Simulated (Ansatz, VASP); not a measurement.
# ZnSe2: VASP beside Ansatz

INCAR

```
SYSTEM = ZnSe2
PREC = Accurate
ENCUT = 520
EDIFF = 1E-6
ISMEAR = 0
SIGMA = 0.05
LREAL = .False.
LASPH = .True.
NELM = 100
ALGO = Normal
ISIF = 2
LWAVE = .False.
LCHARG = .False.
GGA = PS
NBANDS = 60
```

KPOINTS

```
regular mesh
0
Gamma
  6 6 6
  0 0 0
```

The input POSCAR:

```
ZnSe2
1.0
    6.2737735619      0.0000000000      0.0000000000
    0.0000000000      6.2737735619      0.0000000000
    0.0000000000      0.0000000000      6.6633749001
Zn Se
4 8
Direct
    0.5000000000      0.5000000000      0.0000000000
    0.5000000000      0.0000000000      0.5000000000
    0.0000000000      0.5000000000      0.5000000000
    0.0000000000      0.0000000000      0.0000000000
    0.1099579274      0.8900420726      0.3900420726
    0.8900420726      0.3900420726      0.1099579274
    0.3900420726      0.1099579274      0.8900420726
    0.6099579274      0.6099579274      0.6099579274
    0.8900420726      0.1099579274      0.6099579274
    0.1099579274      0.6099579274      0.8900420726
    0.6099579274      0.8900420726      0.1099579274
    0.3900420726      0.3900420726      0.3900420726
```

Input for Ansatz:

```yaml
crystal:
  lattice:
    - [6.2737735619, 0.0, 0.0]
    - [0.0, 6.2737735619, 0.0]
    - [0.0, 0.0, 6.6633749001]
  atoms:
    - { symbol: Zn, position: [0.5, 0.5, 0.0] }
    - { symbol: Zn, position: [0.5, 0.0, 0.5] }
    - { symbol: Zn, position: [0.0, 0.5, 0.5] }
    - { symbol: Zn, position: [0.0, 0.0, 0.0] }
    - { symbol: Se, position: [0.1099579274, 0.8900420726, 0.3900420726] }
    - { symbol: Se, position: [0.8900420726, 0.3900420726, 0.1099579274] }
    - { symbol: Se, position: [0.3900420726, 0.1099579274, 0.8900420726] }
    - { symbol: Se, position: [0.6099579274, 0.6099579274, 0.6099579274] }
    - { symbol: Se, position: [0.8900420726, 0.1099579274, 0.6099579274] }
    - { symbol: Se, position: [0.1099579274, 0.6099579274, 0.8900420726] }
    - { symbol: Se, position: [0.6099579274, 0.8900420726, 0.1099579274] }
    - { symbol: Se, position: [0.3900420726, 0.3900420726, 0.3900420726] }
basis:
  ecutwfc: 520.0
kpoints:
  mp_grid: { grid: [6, 6, 6] }
hamiltonian:
  xc: pbesol
  pseudopotentials: { kind: paw, azcp: { folder: soft_1 } }
scf:
  occupations: { method: gaussian, width: 0.05 }
output:
  forces: true
  stress: true
  eigenvalues: true
```

Alike in both runs: task single point; functional PBEsol; k mesh 6 × 6 × 6; occupations gaussian, width 0.05 eV; no spin polarisation.

|  | VASP | Ansatz |
| --- | --- | --- |
| version | VASP 6.6.1 | Ansatz 0.2.0 |
| potentials or method | VASP PAW PBE potentials, release 64 (Zn, Se), cutoff 520 eV | scalar-relativistic, plane waves, PAW |
| valence electrons in the cell | 96 | 176 |

```csv
,VASP,Ansatz,Ansatz less VASP
gap on the k mesh at the Fermi level (eV),0.44,0.44,-0.001
least direct gap on the mesh (eV),0.77,0.76,-0.006
pressure (GPa),-4.5,-4.7,-0.20
"traceless stress, the component that is largest in VASP (GPa)",-1.01,-0.98,+0.029
rms of the force components (eV/Å),0.183,0.192,+0.0094
```

VASP's potentials were made for PBE, not for PBEsol, and Ansatz warns of the same on its side. Atom by atom the forces differ by 0.009 eV/Å (rms over components). VASP's potentials hold 96 valence electrons a cell and Ansatz's 176, so a difference there can come from the potentials and not from the codes.
